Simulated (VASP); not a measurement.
Set up this calculation in VASP 6.6.1, as the native input.

```yaml
Task: single point
Functional: LDA
Potentials_or_basis: VASP PAW LDA potentials, release 64 (Al, Ni)
Cutoff: 520 eV
k_mesh: 10 × 10 × 9
Occupations: fermi-dirac, width 0.05 eV
Spin: collinear spin, ferromagnetic start
Starting_moments: "[0.0, 1.0] μB"
Dipole_correction: no
Further_INCAR_settings: ALGO = Normal; EDIFF = 1e-07; NBANDS = 18
```

The structure of AlNi lies in POSCAR:

```
AlNi
1.0
    1.9547169911     -1.9693327982      0.0000000000
    1.9547169911      1.9693327982      0.0000000000
    0.0000000000      0.0000000000      3.1250462856
Al Ni
1 1
Direct
    0.0000000000      0.0000000000      0.0000000000
    0.5000000000      0.5000000000      0.5000000000
```

One way to write it, as run:

INCAR

```
ALGO = Normal ; EDIFF = 1E-7
ENCUT = 520 ; ISIF = 2
ISMEAR = -1 ; ISPIN = 2
LASPH = True ; LCHARG = True
LELF = True ; LMAXMIX = 4
LORBIT = 11 ; LREAL = False
LVHAR = True ; LWAVE = False
MAGMOM = 0 1 ; NBANDS = 18
NELM = 150 ; PREC = Accurate
SIGMA = 0.05
```

KPOINTS

```
k-points
0
Gamma
  10 10 9
```

Potentials or basis: VASP PAW LDA potentials, release 64 (Al, Ni).

Run with:

```bash
$ cat potpaw_LDA.64/Al/POTCAR potpaw_LDA.64/Ni/POTCAR > POTCAR
$ mpirun -np 1 vasp_std > vasp.out
```

It gave:

```yaml
Pressure: -8.5 GPa
Net_moment: 0.00 μB per cell
Valence_electrons_inside_the_program's_atomic_spheres: Al 0.81; Ni 9.48
```

Caveat: the cell stands under tension.

Wall time 42 s on 1 thread of Intel(R) Xeon(R) Platinum 8559C (Emerald Rapids) (shared host), peak memory 0.21 GiB.
